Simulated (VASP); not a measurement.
Here is a VASP 6.6.1 calculation.

Contents of INCAR:

```
PREC = Accurate
ENCUT = 520
EDIFF = 1E-6
ISMEAR = 1
SIGMA = 0.03
LREAL = False
LASPH = True
NELM = 80
ALGO = Normal
ISIF = 2
LWAVE = False
LCHARG = False
GGA = PE
NBANDS = 12
```

File KPOINTS:

```
regular mesh
0
Gamma
  13 13 13
```

File POSCAR:

```
Ta
1.0
   -1.6607181506      1.6607181506      1.6607181506
    1.6607181506     -1.6607181506      1.6607181506
    1.6607181506      1.6607181506     -1.6607181506
Ta
1
Direct
    0.0000000000      0.0000000000      0.0000000000
```

Potentials or basis: VASP PAW PBE potentials, release 64 (Ta_pv).

Launch:

```sh
$ cat potpaw_PBE.64/Ta_pv/POTCAR > POTCAR
$ mpirun -np 1 vasp_std > vasp.out
```

(1) Estimate the pressure.

Results:

(1) 0.5 GPa.
